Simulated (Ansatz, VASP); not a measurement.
**Two plane-wave programs on Rb**

File INCAR:

```
ALGO = Normal
EDIFF = 1E-7
ENCUT = 520
GGA = PS
ISIF = 2
ISMEAR = 0
LASPH = True
LCHARG = False
LREAL = False
LWAVE = False
NBANDS = 10
NELM = 100
PREC = Accurate
SIGMA = 0.15
```

KPOINTS

```
k-points
0
Gamma
  12 12 12
```

The input POSCAR:

```
Rb
1.0
    0.0000000000      3.6398846700      3.6398846700
    3.6398846700      0.0000000000      3.6398846700
    3.6398846700      3.6398846700      0.0000000000
Rb
1
Direct
    0.0000000000      0.0000000000      0.0000000000
```

Input for Ansatz:

```yaml
crystal:
  lattice:
    - [0.0, 3.63988467, 3.63988467]
    - [3.63988467, 0.0, 3.63988467]
    - [3.63988467, 3.63988467, 0.0]
  atoms:
    - { symbol: Rb, position: [0.0, 0.0, 0.0] }
basis:
  ecutwfc: 420
kpoints:
  mp_grid: { grid: [12, 12, 12] }
hamiltonian:
  xc: pbesol
scf:
  occupations: { method: gaussian, width: 0.15 }
output:
  forces: true
  stress: true
  eigenvalues: true
```

Alike in both runs: task single point; functional PBEsol; k mesh 12 × 12 × 12; occupations gaussian, width 0.15 eV; no spin polarisation.

```csv
,VASP,Ansatz
version,VASP 6.6.1,Ansatz 0.2.0
potentials or method,"VASP PAW PBE potentials, release 64 (Rb_sv), cutoff 520 eV","scalar-relativistic, plane waves, PAW"
valence electrons in the cell,9,9
```

|  | VASP | Ansatz | Ansatz less VASP |
| --- | --- | --- | --- |
| gap on the k mesh at the Fermi level (eV) | none | none | - |
| pressure (GPa) | -0.3 | -0.3 | 0.00 |

VASP's potentials were made for PBE, not for PBEsol. A gap of «none» marks a metal or a gap that the smearing closes.
